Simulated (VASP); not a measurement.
# SnTe (F-43m) in VASP: further runs, part 2 of 3

VASP 6.6.1. The steps go on from the part before.

## (3) Single point, r2SCAN

This run uses another cell than the first one, of 36.09 Å³/atom.

File POSCAR:

```
SnTe
1.0
    0.0000000000      3.3045309468      3.3045309468
    3.3045309468      0.0000000000      3.3045309468
    3.3045309468      3.3045309468      0.0000000000
Te Sn
1 1
Direct
    0.2500000000      0.2500000000      0.2500000000
    0.0000000000      0.0000000000      0.0000000000
```

File INCAR.step1:

```
  PREC = Accurate
  ENCUT = 520
  ISMEAR = -1
  SIGMA = 0.05
  LREAL = False
  LASPH = True
  NELM = 60
  NBANDS = 17
  GGA = PE
  ALGO = Normal
  EDIFF = 1E-4
  LWAVE = True
  LCHARG = False
```

File INCAR.step2:

```
  PREC = Accurate
  ENCUT = 520
  EDIFF = 1E-7
  ISMEAR = -1
  SIGMA = 0.05
  LREAL = False
  LASPH = True
  NELM = 60
  ALGO = Normal
  ISIF = 2
  LWAVE = False
  LCHARG = False
  METAGGA = R2SCAN
  LMIXTAU = True
  NBANDS = 17
  ISTART = 1
```

File KPOINTS:

```
Automatic mesh
0
Gamma
  7 7 7
```

Potentials or basis: VASP PAW PBE potentials, release 64 (Te, Sn_d).

On the command line:

```sh
$ cat potpaw_PBE.64/Te/POTCAR potpaw_PBE.64/Sn_d/POTCAR > POTCAR
$ cp INCAR.step1 INCAR
$ mpirun -np 1 vasp_std > vasp.out
$ cp INCAR.step2 INCAR
$ mpirun -np 1 vasp_std > vasp.out
```

OUTCAR:

```text
PREC = Accurate
   ENCUT = 520
   EDIFF = 1E-7
   ISMEAR = -1
   LREAL = False
   LASPH = True
   NELM = 60
   ISIF = 2
   METAGGA = R2SCAN
   ISTART = 1

 ion  position               nearest neighbor table
   1  0.250  0.250  0.250-   2 2.86   2 2.86   2 2.86   2 2.86
   2  0.000  0.000  0.000-   1 2.86   1 2.86   1 2.86   1 2.86

  LATTYP: Found a face centered cubic cell.
 ALAT       =     6.6090618936

  Lattice vectors:

 A1 = (   0.0000000000,   3.3045309468,   3.3045309468)
 A2 = (   3.3045309468,   0.0000000000,   3.3045309468)
 A3 = (   3.3045309468,   3.3045309468,   0.0000000000)

Analysis of symmetry for initial positions (statically):
=====================================================================
 Subroutine PRICEL returns:
 Original cell was already a primitive cell.

 Routine SETGRP: Setting up the symmetry group for a
 face centered cubic supercell.

 Subroutine GETGRP returns: Found 24 space group operations
 (whereof 24 operations were pure point group operations)
 out of a pool of 48 trial point group operations.

The static configuration has the point symmetry T_d .

Analysis of symmetry for dynamics (positions and initial velocities):
=====================================================================
 Subroutine PRICEL returns:
 Original cell was already a primitive cell.

 Routine SETGRP: Setting up the symmetry group for a
 face centered cubic supercell.

 Subroutine GETGRP returns: Found 24 space group operations
 (whereof 24 operations were pure point group operations)
 out of a pool of 48 trial point group operations.

The dynamic configuration has the point symmetry T_d .
[... 103 lines left out ...]
   TEBEG  =    0.0;   TEEND  =   0.0 temperature during run
   PSTRESS=    0.0 pullay stress
   NELECT =      20.0000    total number of electrons
   NUPDOWN=      -1.0000    fix difference up-down
   EMIN   =  10.00;   EMAX   =-10.00  energy-range for DOS
   EFERMI =   0.00;   METHOD = LEGACY
   ISMEAR =    -1;   SIGMA  =   0.05  broadening in eV -4-tet -1-fermi 0-gaus
   EFERMI_NEDOS =   21; number of points for ismear=-14 and -15
   IALGO  =     38    algorithm
   IMIX   =      4    mixing-type and parameters
     AMIX     =   0.40;   BMIX     =  1.00
     AMIX_MAG =   1.60;   BMIX_MAG =  1.00
  volume/ion in A,a.u.               =      36.09       243.52
  Fermi-wavevector in a.u.,A,eV,Ry     =   1.067329  2.016959 15.499639  1.139191
  Thomas-Fermi vector in A             =   2.202942
   LORBIT       =      0    0 simple, 1 ext, 2 COOP (PROOUT), +10 PAW based schemes
   METAGGA = R2SCAN    functional components
   LHFCALC =     F    Hartree Fock is set to
   AEXX    =    0.0000 exact exchange contribution
   IVDW    =     0    specifies the selected vdW correction
   LEPSILON=     F    determine dielectric tensor
   LRPA    =     F    only Hartree local field effects (RPA)
 non-spin polarized calculation
  energy-cutoff  :      520.00
  volume of cell :       72.17
 maximum number of plane-waves:      1960
   NGX = 17   NGY = 17   NGZ = 17

 number of electron      19.9999996 magnetization

 Free energy of the ion-electron system (eV)
  ---------------------------------------------------
  ext. energy  EPLUGINS =         0.00000000
  ---------------------------------------------------
  free energy    TOTEN  =       -49.55372015 eV

  energy without entropy =      -49.54651450  energy(sigma->0) =      -49.55011732

 E-fermi :   5.7877     XC(G=0):  -9.1392

 val. band max:        5.7780308141   @ k =  -0.2857   0.4286   0.1429
 cond. band min:       5.9288720852   @ k =  -0.4286   0.4286   0.0000
 fundamental gap:      0.1508412710
 Fermi energy:         5.7877053998

 k-point     1 :       0.0000    0.0000    0.0000
  band No.  band energies     occupation
      1     -16.9946      2.00000
      2     -16.9946      2.00000
      3     -16.9946      2.00000
      4     -16.9518      2.00000
      5     -16.9518      2.00000
      6      -8.0660      2.00000
[... 377 lines left out ...]
      4     -16.9536      2.00000
      5     -16.9505      2.00000
      6      -6.6454      2.00000
[... 9 lines left out ...]
     16      14.3235      0.00000
     17      15.5080      0.00000

------------------------ aborting loop because EDIFF is reached ----------------------------------------

  FORCE on cell =-STRESS in cart. coord.  units (eV):
  Direction    XX          YY          ZZ          XY          YZ          ZX
  --------------------------------------------------------------------------------------
  -------------------------------------------------------------------------------------
  Total        4.5053789      4.5053789      4.5053789      0.0000000      0.0000000      0.0000000
  in kB      100.0189842    100.0189842    100.0189842      0.0000000      0.0000000      0.0000000
  external PRESSURE =     100.0189842 kB  Pullay stress =       0.0000000 kB

 VOLUME and BASIS-vectors are now :
 -----------------------------------------------------------------------------
  energy-cutoff  :      520.00
  volume of cell :       72.17
      direct lattice vectors                 reciprocal lattice vectors
     0.000000000  3.304530947  3.304530947    -0.151307404  0.151307404  0.151307404
     3.304530947  0.000000000  3.304530947     0.151307404 -0.151307404  0.151307404
     3.304530947  3.304530947  0.000000000     0.151307404  0.151307404 -0.151307404

 POSITION                                       TOTAL-FORCE (eV/Angst)
 -----------------------------------------------------------------------------------
      1.65227      1.65227      1.65227         0.000000      0.000000      0.000000
      0.00000      0.00000      0.00000        -0.000000     -0.000000     -0.000000
 -----------------------------------------------------------------------------------
    total drift:                                0.000002      0.000002      0.000002

  FREE ENERGIE OF THE ION-ELECTRON SYSTEM (eV)
  ---------------------------------------------------
  free  energy   TOTEN  =       -49.5537201463 eV

  energy  without entropy=      -49.5465145008  energy(sigma->0) =      -49.55011732
```

Run time: 3 min. Hardware: 1 thread of Intel Xeon 8259CL, shared host; peak memory 0.22 GiB.

What came out:

| Quantity | Value |
| --- | --- |
| Free energy | -49.5537 eV |
| Pressure | 10.0 GPa |
| Band gap on the k mesh | zero (bands 10 and 11 overlap by 0.37 eV) |

Caveat: the cell stands under pressure; semilocal functionals underestimate gaps, and a narrow one can read as zero; the PAW data sets were made with another functional, which shifts forces and pressure a little; spin-orbit coupling is left out, which moves the levels of the heavy elements.

## (4) Single point, r2SCAN

This run uses another cell than the first one, of 39.75 Å³/atom.

File POSCAR:

```
SnTe
1.0
    0.0000000000      3.4127522902      3.4127522902
    3.4127522902      0.0000000000      3.4127522902
    3.4127522902      3.4127522902      0.0000000000
Te Sn
1 1
Direct
    0.2500000000      0.2500000000      0.2500000000
    0.0000000000      0.0000000000      0.0000000000
```

File INCAR.step1:

```
SYSTEM = SnTe
ALGO = Normal
EDIFF = 1E-4
ENCUT = 520
GGA = PE
ISMEAR = -1
LASPH = .TRUE.
LCHARG = .FALSE.
LREAL = .FALSE.
LWAVE = .TRUE.
NBANDS = 17
NELM = 100
PREC = Accurate
SIGMA = 0.05
```

File INCAR.step2:

```
SYSTEM = SnTe
ALGO = Normal
EDIFF = 1E-6
ENCUT = 520
ISIF = 2
ISMEAR = -1
ISTART = 1
LASPH = .TRUE.
LCHARG = .TRUE.
LELF = .TRUE.
LMIXTAU = .TRUE.
LREAL = .FALSE.
LVHAR = .TRUE.
LWAVE = .FALSE.
METAGGA = R2SCAN
NBANDS = 17
NELM = 100
PREC = Accurate
SIGMA = 0.05
```

File KPOINTS:

```
k-points
0
G
  7 7 7
  0 0 0
```

On the command line:

```sh
$ cat potpaw_PBE.64/Te/POTCAR potpaw_PBE.64/Sn_d/POTCAR > POTCAR
$ cp INCAR.step1 INCAR
$ mpirun -np 1 vasp_std > vasp.out
$ cp INCAR.step2 INCAR
$ mpirun -np 1 vasp_std > vasp.out
```

It took 3 min on 1 thread of Intel Xeon 8259CL, shared host; peak memory 0.23 GiB.

It converged, with:

| Property | Result |
| --- | --- |
| Free energy | -49.8904 eV |
| Pressure | 5.0 GPa |
| Band gap on the k mesh | zero (bands 10 and 11 overlap by 0.07 eV) |

Levels at points of the mesh, in eV from the Fermi level:
```
           k point  band 7  band 8  band 9  band 10  band 11  band 12  band 13  band 14
(0.00, 0.00, 0.00)   -4.67   -2.60   -2.60    -2.60     0.89     0.89     0.89     4.28
```

Caveat: the cell stands under pressure; semilocal functionals underestimate gaps, and a narrow one can read as zero; the PAW data sets were made with another functional, which shifts forces and pressure a little; spin-orbit coupling is left out, which moves the levels of the heavy elements.

## (5) Single point, r2SCAN

This run uses another cell than the first one, of 43.10 Å³/atom.

File POSCAR:

```
SnTe
1.0
    0.0000000000      3.5060068821      3.5060068821
    3.5060068821      0.0000000000      3.5060068821
    3.5060068821      3.5060068821      0.0000000000
Te Sn
1 1
Direct
    0.2500000000      0.2500000000      0.2500000000
    0.0000000000      0.0000000000      0.0000000000
```

File INCAR.step1:

```
PREC = Accurate
ENCUT = 520
ISMEAR = -1
SIGMA = 0.05
LREAL = F
LASPH = T
NELM = 60
NBANDS = 17
GGA = PE
ALGO = Normal
EDIFF = 1E-4
LWAVE = T
LCHARG = F
```

File INCAR.step2:

```
PREC = Accurate
ENCUT = 520
EDIFF = 1E-6
ISMEAR = -1
SIGMA = 0.05
LREAL = F
LASPH = T
NELM = 60
ALGO = Normal
ISIF = 2
LWAVE = F
LCHARG = F
METAGGA = R2SCAN
LMIXTAU = T
NBANDS = 17
ISTART = 1
```

File KPOINTS:

```
regular mesh
0
Gamma
  7 7 7
```

Potentials or basis: VASP PAW PBE potentials, release 64 (Te, Sn_d).

On the command line:

```sh
$ cat potpaw_PBE.64/Te/POTCAR potpaw_PBE.64/Sn_d/POTCAR > POTCAR
$ cp INCAR.step1 INCAR
$ mpirun -np 1 vasp_std > vasp.out
$ cp INCAR.step2 INCAR
$ mpirun -np 1 vasp_std > vasp.out
```

OUTCAR:

```text
PREC = Accurate
   ENCUT = 520
   EDIFF = 1E-6
   ISMEAR = -1
   LREAL = F
   LASPH = T
   NELM = 60
   ISIF = 2
   METAGGA = R2SCAN
   ISTART = 1

 ion  position               nearest neighbor table
   1  0.250  0.250  0.250-   2 3.04   2 3.04   2 3.04   2 3.04
   2  0.000  0.000  0.000-   1 3.04   1 3.04   1 3.04   1 3.04

  LATTYP: Found a face centered cubic cell.
 ALAT       =     7.0120137642

  Lattice vectors:

 A1 = (   0.0000000000,   3.5060068821,   3.5060068821)
 A2 = (   3.5060068821,   0.0000000000,   3.5060068821)
 A3 = (   3.5060068821,   3.5060068821,   0.0000000000)

Analysis of symmetry for initial positions (statically):
=====================================================================
 Subroutine PRICEL returns:
 Original cell was already a primitive cell.

 Routine SETGRP: Setting up the symmetry group for a
 face centered cubic supercell.

 Subroutine GETGRP returns: Found 24 space group operations
 (whereof 24 operations were pure point group operations)
 out of a pool of 48 trial point group operations.

The static configuration has the point symmetry T_d .

Analysis of symmetry for dynamics (positions and initial velocities):
[... 151 lines left out ...]

  energy without entropy =      -50.02996330  energy(sigma->0) =      -50.03157052

 E-fermi :   3.9064     XC(G=0):  -8.3327

 val. band max:        3.7815618702   @ k =  -0.2857   0.4286   0.1429
 cond. band min:       3.9474490583   @ k =   0.4286   0.4286   0.0000
 fundamental gap:      0.1658871881
 Fermi energy:         3.9064043279

 k-point     1 :       0.0000    0.0000    0.0000
  band No.  band energies     occupation
      1     -18.6687      2.00000
      2     -18.6687      2.00000
      3     -18.6687      2.00000
      4     -18.6484      2.00000
      5     -18.6484      2.00000
      6      -8.6789      2.00000
[... 377 lines left out ...]
      4     -18.6491      2.00000
      5     -18.6478      2.00000
      6      -7.6940      2.00000
[... 9 lines left out ...]
     16      11.8188      0.00000
     17      13.1975      0.00000

------------------------ aborting loop because EDIFF is reached ----------------------------------------

  FORCE on cell =-STRESS in cart. coord.  units (eV):
  Direction    XX          YY          ZZ          XY          YZ          ZX
  --------------------------------------------------------------------------------------
  -------------------------------------------------------------------------------------
  Total        1.0523412      1.0523412      1.0523412     -0.0000000      0.0000000      0.0000000
  in kB       19.5613522     19.5613522     19.5613522     -0.0000000      0.0000000      0.0000000
  external PRESSURE =      19.5613522 kB  Pullay stress =       0.0000000 kB

 VOLUME and BASIS-vectors are now :
 -----------------------------------------------------------------------------
  energy-cutoff  :      520.00
  volume of cell :       86.19
      direct lattice vectors                 reciprocal lattice vectors
     0.000000000  3.506006882  3.506006882    -0.142612384  0.142612384  0.142612384
     3.506006882  0.000000000  3.506006882     0.142612384 -0.142612384  0.142612384
     3.506006882  3.506006882  0.000000000     0.142612384  0.142612384 -0.142612384

 POSITION                                       TOTAL-FORCE (eV/Angst)
 -----------------------------------------------------------------------------------
      1.75300      1.75300      1.75300        -0.000000     -0.000000     -0.000000
      0.00000      0.00000      0.00000         0.000000      0.000000      0.000000
 -----------------------------------------------------------------------------------
    total drift:                                0.000002      0.000002      0.000002

  FREE ENERGIE OF THE ION-ELECTRON SYSTEM (eV)
  ---------------------------------------------------
  free  energy   TOTEN  =       -50.0331777354 eV

  energy  without entropy=      -50.0299633049  energy(sigma->0) =      -50.03157052
```

OUTCAR.step1:

```text
PREC = Accurate
   ENCUT = 520
   ISMEAR = -1
   LREAL = F
   LASPH = T
   NELM = 60
[... 612 lines left out ...]
 -----------------------------------------------------------------------------------
      1.75300      1.75300      1.75300         0.000000      0.000000      0.000000
      0.00000      0.00000      0.00000        -0.000000     -0.000000     -0.000000
 -----------------------------------------------------------------------------------
    total drift:                                0.000000      0.000000     -0.000000

  FREE ENERGIE OF THE ION-ELECTRON SYSTEM (eV)
  ---------------------------------------------------
  free  energy   TOTEN  =        -7.0083218406 eV

  energy  without entropy=       -7.0040632532  energy(sigma->0) =       -7.00619255
```

Run time: 3.3 min. Hardware: 1 thread of Intel Xeon 8259CL, shared host; peak memory 0.26 GiB.

What came out:

```
Free energy            : -50.0332 eV
Pressure               : 2.0 GPa
Band gap on the k mesh : 0.17 eV (least direct gap 0.82 eV)
```

Caveat: semilocal functionals underestimate gaps, and a narrow one can read as zero; the PAW data sets were made with another functional, which shifts forces and pressure a little; spin-orbit coupling is left out, which moves the levels of the heavy elements; an odd mesh through Γ misses points on the zone boundary, where band edges can lie.

[end of part 2 of 3]

The gap in the log of VASP goes by the Fermi energy; the results here count the filled bands.